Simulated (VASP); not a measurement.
# AlRu (Pm-3m) in VASP: a series of runs

AlRu is run at these levels: r2SCAN; tasks: single point, relaxation of cell and atoms.

Everything below comes from runs of VASP 6.6.1. Logs are shortened: lines on timing, memory, paths and dates and some standing lists are left out, and cuts for length are marked.

## (1) The cell of the first run

It takes space group Pm-3m (No. 221, cubic). Conventional cell: a = 2.983 Å, b = 2.983 Å, c = 2.983 Å, α = 90.00°, β = 90.00°, γ = 90.00°. Within 3.4 Å of Al (site symmetry m-3m) lie 8 Ru at 2.58 Å and 6 Al at 2.98 Å. Ru (site symmetry m-3m) has 8 Al at 2.58 Å and 6 Ru at 2.98 Å within 3.4 Å.

## (2) Single point, r2SCAN

Contents of POSCAR:

```
AlRu
1.0
    2.9827001949      0.0000000000      0.0000000000
    0.0000000000      2.9827001949      0.0000000000
    0.0000000000      0.0000000000      2.9827001949
Al Ru
1 1
Direct
    0.0000000000      0.0000000000      0.0000000000
    0.5000000000      0.5000000000      0.5000000000
```

Contents of INCAR.step1:

```
  PREC = Accurate
  ENCUT = 520
  ISMEAR = 0
  SIGMA = 0.1
  LREAL = False
  LASPH = True
  NELM = 60
  NBANDS = 16
  GGA = PE
  ALGO = Normal
  EDIFF = 1E-4
  LWAVE = True
  LCHARG = False
```

Contents of INCAR.step2:

```
  PREC = Accurate
  ENCUT = 520
  EDIFF = 1E-7
  ISMEAR = 0
  SIGMA = 0.1
  LREAL = False
  LASPH = True
  NELM = 60
  ALGO = Normal
  ISIF = 2
  LWAVE = False
  LCHARG = False
  METAGGA = R2SCAN
  LMIXTAU = True
  NBANDS = 16
  ISTART = 1
```

Contents of KPOINTS:

```
Automatic mesh
0
Gamma
  14 14 14
```

Potentials or basis: VASP PAW PBE potentials, release 64 (Al, Ru_pv).

Launch:

```bash
$ cat potpaw_PBE.64/Al/POTCAR potpaw_PBE.64/Ru_pv/POTCAR > POTCAR
$ cp INCAR.step1 INCAR
$ mpirun -np 1 vasp_std > vasp.out
$ cp INCAR.step2 INCAR
$ mpirun -np 1 vasp_std > vasp.out
```

OUTCAR:

```text
PREC = Accurate
   ENCUT = 520
   EDIFF = 1E-7
   ISMEAR = 0
   LREAL = False
   LASPH = True
   NELM = 60
   ISIF = 2
   METAGGA = R2SCAN
   ISTART = 1

 ion  position               nearest neighbor table
   1  0.000  0.000  0.000-   2 2.58   2 2.58   2 2.58   2 2.58   2 2.58   2 2.58   2 2.58   2 2.58

   2  0.500  0.500  0.500-   1 2.58   1 2.58   1 2.58   1 2.58   1 2.58   1 2.58   1 2.58   1 2.58

  LATTYP: Found a simple cubic cell.
 ALAT       =     2.9827001949

  Lattice vectors:

 A1 = (   2.9827001949,   0.0000000000,   0.0000000000)
 A2 = (   0.0000000000,   2.9827001949,   0.0000000000)
 A3 = (   0.0000000000,   0.0000000000,   2.9827001949)

Analysis of symmetry for initial positions (statically):
=====================================================================
 Subroutine PRICEL returns:
 Original cell was already a primitive cell.

 Routine SETGRP: Setting up the symmetry group for a
 simple cubic supercell.

 Subroutine GETGRP returns: Found 48 space group operations
 (whereof 48 operations were pure point group operations)
 out of a pool of 48 trial point group operations.

The static configuration has the point symmetry O_h .

Analysis of symmetry for dynamics (positions and initial velocities):
=====================================================================
 Subroutine PRICEL returns:
 Original cell was already a primitive cell.

 Routine SETGRP: Setting up the symmetry group for a
 simple cubic supercell.

 Subroutine GETGRP returns: Found 48 space group operations
 (whereof 48 operations were pure point group operations)
 out of a pool of 48 trial point group operations.

The dynamic configuration has the point symmetry O_h .

 Subroutine INISYM returns: Found 48 space group operations
 (whereof 48 operations are pure point group operations),
 and found     1 'primitive' translations

----------------------------------------------------------------------------------------

                                     Primitive cell

  volume of cell :      26.5356

  direct lattice vectors                    reciprocal lattice vectors
     2.982700195  0.000000000  0.000000000     0.335266683  0.000000000  0.000000000
     0.000000000  2.982700195  0.000000000     0.000000000  0.335266683  0.000000000
     0.000000000  0.000000000  2.982700195     0.000000000  0.000000000  0.335266683

  length of vectors
     2.982700195  2.982700195  2.982700195     0.335266683  0.335266683  0.335266683

  position of ions in fractional coordinates (direct lattice)
     0.000000000  0.000000000  0.000000000
     0.500000000  0.500000000  0.500000000

  ion indices of the primitive-cell ions
   primitive index   ion index
                 1           1
                 2           2

----------------------------------------------------------------------------------------

 KPOINTS: Automatic mesh

Automatic generation of k-mesh.
 Grid dimensions read from file:
 generate k-points for:   14   14   14

 Generating k-lattice:

  Cartesian coordinates                     Fractional coordinates (reciprocal lattice)
     0.023947620  0.000000000  0.000000000     0.071428571  0.000000000  0.000000000
     0.000000000  0.023947620  0.000000000     0.000000000  0.071428571  0.000000000
     0.000000000  0.000000000  0.023947620     0.000000000  0.000000000  0.071428571

  Length of vectors
     0.023947620  0.023947620  0.023947620

  Shift w.r.t. Gamma in fractional coordinates (k-lattice)
     0.000000000  0.000000000  0.000000000

 Subroutine IBZKPT returns following result:
 ===========================================

 Found    120 irreducible k-points:

 Following reciprocal coordinates:
            Coordinates               Weight
  0.000000  0.000000  0.000000      1.000000
  0.071429  0.000000  0.000000      6.000000
  0.142857  0.000000  0.000000      6.000000
  0.214286  0.000000  0.000000      6.000000
  0.285714  0.000000  0.000000      6.000000
  0.357143  0.000000  0.000000      6.000000
[... 16 lines left out ...]
  0.285714  0.214286  0.000000     24.000000
  0.357143  0.214286  0.000000     24.000000
 [... further k-points ...]
   k-points           NKPTS =    120   k-points in BZ     NKDIM =    120   number of bands    NBANDS=     16
   number of dos      NEDOS =    301   number of ions     NIONS =      2
   total plane-waves  NPLWV =  13824
   dimension x,y,z NGX =    24 NGY =   24 NGZ =   24
   dimension x,y,z NGXF=    48 NGYF=   48 NGZF=   48
   ions per type =               1   1
   NGX,Y,Z   is equivalent  to a cutoff of  13.38, 13.38, 13.38 a.u.
   NGXF,Y,Z  is equivalent  to a cutoff of  26.75, 26.75, 26.75 a.u.
 SYSTEM =  unknown system
   PREC   = accura    normal or accurate (medium, high low for compatibility)
   ISTART =      1    job   : 0-new  1-cont  2-samecut
   ICHARG =      0    charge: 1-file 2-atom 10-const
   ISPIN  =      1    spin polarized calculation?
   LNONCOLLINEAR =      F non collinear calculations
   LSORBIT =      F    spin-orbit coupling
   LASPH  =      T    aspherical Exc in radial PAW
   ENCUT  =  520.0 eV  38.22 Ry    6.18 a.u.   5.55  5.55  5.55*2*pi/ulx,y,z
   NELM   =     60;   NELMIN=  2; NELMDL=  0     # of ELM steps
   EDIFF  = 0.1E-06   stopping-criterion for ELM
   LREAL  =      F    real-space projection
   EDIFFG = 0.1E-05   stopping-criterion for IOM
   NSW    =      0    number of steps for IOM
   IBRION =     -1    ionic relax: 0-MD 1-quasi-New 2-CG
   NFREE  =      0    steps in history (QN), initial steepest desc. (CG)
   ISIF   =      2    stress and relaxation
   ISYM   =      2    0-nonsym 1-usesym 2-fastsym
   POTIM  = 0.5000    time-step for ionic-motion
   TEBEG  =    0.0;   TEEND  =   0.0 temperature during run
   PSTRESS=    0.0 pullay stress
   NELECT =      17.0000    total number of electrons
   NUPDOWN=      -1.0000    fix difference up-down
   EMIN   =  10.00;   EMAX   =-10.00  energy-range for DOS
   EFERMI =   0.00;   METHOD = LEGACY
   ISMEAR =     0;   SIGMA  =   0.10  broadening in eV -4-tet -1-fermi 0-gaus
   EFERMI_NEDOS =   21; number of points for ismear=-14 and -15
   IALGO  =     38    algorithm
   IMIX   =      4    mixing-type and parameters
     AMIX     =   0.40;   BMIX     =  1.00
     AMIX_MAG =   1.60;   BMIX_MAG =  1.00
  volume/ion in A,a.u.               =      13.27        89.54
  Fermi-wavevector in a.u.,A,eV,Ry     =   1.411285  2.666943 27.099086  1.991727
  Thomas-Fermi vector in A             =   2.533152
   LORBIT       =      0    0 simple, 1 ext, 2 COOP (PROOUT), +10 PAW based schemes
   METAGGA = R2SCAN    functional components
   LHFCALC =     F    Hartree Fock is set to
   AEXX    =    0.0000 exact exchange contribution
   IVDW    =     0    specifies the selected vdW correction
   LEPSILON=     F    determine dielectric tensor
   LRPA    =     F    only Hartree local field effects (RPA)
 non-spin polarized calculation
 Gauss-broadening in eV      SIGMA  =   0.10
  energy-cutoff  :      520.00
  volume of cell :       26.54
 maximum number of plane-waves:       739
 NGX is ok and might be reduce to    24
   NGX = 11   NGY = 11   NGZ = 11

 number of electron      16.9999996 magnetization

 Free energy of the ion-electron system (eV)
  ---------------------------------------------------
  ext. energy  EPLUGINS =         0.00000000
  ---------------------------------------------------
  free energy    TOTEN  =       -33.60853318 eV

  energy without entropy =      -33.59894114  energy(sigma->0) =      -33.60373716

 E-fermi :  10.6970     XC(G=0): -13.6658

 val. band max:       10.6968189219   @ k =   0.5000   0.3571   0.2857
 cond. band min:      10.7168518686   @ k =   0.0714   0.0714   0.0000
 fundamental gap:      0.0200329466
 Fermi energy:        10.6970212615

 k-point     1 :       0.0000    0.0000    0.0000
  band No.  band energies     occupation
      1     -32.3793      2.00000
      2     -32.3793      2.00000
      3     -32.3793      2.00000
      4       0.4678      2.00000
      5       6.9642      2.00000
      6       6.9642      2.00000
[... 8 lines left out ...]
     15      22.2179      0.00000
     16      27.3477      0.00000

 k-point     2 :       0.0714    0.0000    0.0000
  band No.  band energies     occupation
      1     -32.3914      2.00000
      2     -32.3783      2.00000
      3     -32.3783      2.00000
      4       0.5726      2.00000
      5       6.9991      2.00000
      6       7.0023      2.00000
[... 8 lines left out ...]
     15      22.6477      0.00000
     16      27.6569      0.00000

 k-point     3 :       0.1429    0.0000    0.0000
  band No.  band energies     occupation
      1     -32.4250      2.00000
      2     -32.3754      2.00000
      3     -32.3754      2.00000
      4       0.8820      2.00000
      5       7.0742      2.00000
      6       7.1118      2.00000
[... 8 lines left out ...]
     15      23.4463      0.00000
     16      28.6225      0.00000

 k-point     4 :       0.2143    0.0000    0.0000
  band No.  band energies     occupation
      1     -32.4733      2.00000
      2     -32.3713      2.00000
      3     -32.3713      2.00000
      4       1.3814      2.00000
      5       7.0976      2.00000
      6       7.2776      2.00000
[... 8 lines left out ...]
     15      24.1083      0.00000
     16      28.8882      0.00000

 k-point     5 :       0.2857    0.0000    0.0000
  band No.  band energies     occupation
      1     -32.5265      2.00000
      2     -32.3666      2.00000
      3     -32.3666      2.00000
      4       2.0482      2.00000
      5       6.9254      2.00000
      6       7.4737      2.00000
[... 8 lines left out ...]
     15      24.5594      0.00000
     16      27.5379      0.00000

 k-point     6 :       0.3571    0.0000    0.0000
  band No.  band energies     occupation
      1     -32.5742      2.00000
      2     -32.3625      2.00000
      3     -32.3625      2.00000
      4       2.8515      2.00000
      5       6.4452      2.00000
      6       7.6632      2.00000
[... 8 lines left out ...]
     15      24.8439      0.00000
     16      26.2244      0.00000

 k-point     7 :       0.4286    0.0000    0.0000
  band No.  band energies     occupation
      1     -32.6070      2.00000
      2     -32.3596      2.00000
      3     -32.3596      2.00000
      4       3.7458      2.00000
      5       5.6917      2.00000
      6       7.8026      2.00000
[... 8 lines left out ...]
     15      24.9888      0.00000
     16      25.0551      0.00000

 k-point     8 :       0.5000    0.0000    0.0000
  band No.  band energies     occupation
      1     -32.6186      2.00000
      2     -32.3586      2.00000
      3     -32.3586      2.00000
      4       4.4869      2.00000
      5       4.9842      2.00000
      6       7.8542      2.00000
[... 8 lines left out ...]
     15      24.4379      0.00000
     16      24.4379      0.00000

 k-point     9 :       0.0714    0.0714    0.0000
  band No.  band energies     occupation
      1     -32.3909      2.00000
      2     -32.3897      2.00000
      3     -32.3773      2.00000
      4       0.6766      2.00000
      5       7.0369      2.00000
      6       7.0391      2.00000
[... 8 lines left out ...]
     15      22.7999      0.00000
     16      27.9419      0.00000
[... 172 lines left out ...]
 k-point    19 :       0.3571    0.1429    0.0000
  band No.  band energies     occupation
      1     -32.5687      2.00000
      2     -32.4064      2.00000
      3     -32.3585      2.00000
      4       3.1668      2.00000
      5       6.5140      2.00000
      6       7.8358      2.00000
[... 8 lines left out ...]
     15      24.7735      0.00000
     16      26.0536      0.00000

 k-point    20 :       0.4286    0.1429    0.0000
  band No.  band energies     occupation
      1     -32.6011      2.00000
      2     -32.4033      2.00000
      3     -32.3556      2.00000
      4       4.0181      2.00000
      5       5.7683      2.00000
      6       8.0067      2.00000
[... 8 lines left out ...]
     15      23.5989      0.00000
     16      24.8628      0.00000

 k-point    21 :       0.5000    0.1429    0.0000
  band No.  band energies     occupation
      1     -32.6127      2.00000
      2     -32.4021      2.00000
      3     -32.3546      2.00000
      4       4.8814      2.00000
      5       4.9330      2.00000
      6       8.0781      2.00000
[... 8 lines left out ...]
     15      23.3635      0.00000
     16      23.9848      0.00000

 k-point    22 :       0.2143    0.2143    0.0000
  band No.  band energies     occupation
      1     -32.4665      2.00000
      2     -32.4607      2.00000
      3     -32.3631      2.00000
      4       2.2181      2.00000
      5       7.2477      2.00000
      6       7.6161      2.00000
[... 8 lines left out ...]
     15      26.1384      0.00000
     16      26.4856      0.00000

 k-point    23 :       0.2857    0.2143    0.0000
  band No.  band energies     occupation
      1     -32.5160      2.00000
      2     -32.4579      2.00000
      3     -32.3585      2.00000
      4       2.8126      2.00000
      5       7.0314      2.00000
      6       7.8309      2.00000
[... 8 lines left out ...]
     15      25.3376      0.00000
     16      27.0161      0.00000

 k-point    24 :       0.3571    0.2143    0.0000
  band No.  band energies     occupation
      1     -32.5628      2.00000
      2     -32.4529      2.00000
      3     -32.3543      2.00000
      4       3.5075      2.00000
      5       6.5521      2.00000
      6       8.0500      2.00000
[... 8 lines left out ...]
     15      24.1810      0.00000
     16      25.9891      0.00000

 [... further k-points ...]

------------------------ aborting loop because EDIFF is reached ----------------------------------------

  FORCE on cell =-STRESS in cart. coord.  units (eV):
  Direction    XX          YY          ZZ          XY          YZ          ZX
  --------------------------------------------------------------------------------------
  -------------------------------------------------------------------------------------
  Total        0.0192169      0.0192169      0.0192169     -0.0000000     -0.0000000     -0.0000000
  in kB        1.1602841      1.1602841      1.1602841     -0.0000000     -0.0000000     -0.0000000
  external PRESSURE =       1.1602841 kB  Pullay stress =       0.0000000 kB

 VOLUME and BASIS-vectors are now :
 -----------------------------------------------------------------------------
  energy-cutoff  :      520.00
  volume of cell :       26.54
      direct lattice vectors                 reciprocal lattice vectors
     2.982700195  0.000000000  0.000000000     0.335266683  0.000000000  0.000000000
     0.000000000  2.982700195  0.000000000     0.000000000  0.335266683  0.000000000
     0.000000000  0.000000000  2.982700195     0.000000000  0.000000000  0.335266683

 POSITION                                       TOTAL-FORCE (eV/Angst)
 -----------------------------------------------------------------------------------
      0.00000      0.00000      0.00000         0.000000      0.000000      0.000000
      1.49135      1.49135      1.49135         0.000000      0.000000      0.000000
 -----------------------------------------------------------------------------------
    total drift:                                0.000000     -0.000000     -0.000000

  FREE ENERGIE OF THE ION-ELECTRON SYSTEM (eV)
  ---------------------------------------------------
  free  energy   TOTEN  =       -33.6085331802 eV

  energy  without entropy=      -33.5989411417  energy(sigma->0) =      -33.60373716
```

It took 95 s on 1 thread of Intel Xeon Platinum 8259CL at 2.50GHz (Skylake/Cascade Lake), shared host; peak memory 0.18 GiB.

Results:

- Free energy: -33.6085 eV
- Pressure: 0.1 GPa
- Band gap on the k mesh: zero (an odd number of electrons rules out a gap without spin polarisation)

Caveat: the PAW data sets were made with another functional, which shifts forces and pressure a little.

(Part 1 of 2 ends here.)

The gap in the log of VASP goes by the Fermi energy; the results here count the filled bands.